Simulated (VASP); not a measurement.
PtSe2, 6 atoms in the cell. The cell holds a slab with vacuum, 6 atoms: a = 3.707 Å, b = 3.707 Å, c = 22.798 Å, α = 90.00°, β = 90.00°, γ = 120.00°.  This cell differs from its parent crystal: layers slid over each other.

* Program: VASP 6.6.1
* Task: single point
* Functional: PBE
* Dispersion: D3(BJ)
* Potentials or basis: VASP PAW PBE potentials, release 64 (Se, Pt)
* Cutoff: 520 eV
* k mesh: 9 × 9 × 1
* Occupations: gaussian, width 0.05 eV
* Spin: no spin polarisation
* Dipole correction: yes
* Further INCAR settings: ALGO = Normal; EDIFF = 1e-06; NBANDS = 31

Potentials or basis: VASP PAW PBE potentials, release 64 (Se, Pt).

The run is started by

```sh
$ cat potpaw_PBE.64/Se/POTCAR potpaw_PBE.64/Pt/POTCAR > POTCAR
$ mpirun -np 1 vasp_std > vasp.out
```

Hardware: 1 thread of Intel(R) Xeon(R) Platinum 8559C (Emerald Rapids), with other jobs on the host.

Question: How long does it take, and how much memory?

Answer: Run time: 3.9 min on 1 thread of Intel(R) Xeon(R) Platinum 8559C (Emerald Rapids) (shared host), peak memory 0.47 GiB. Counts: scf iterations 24, k points 25.
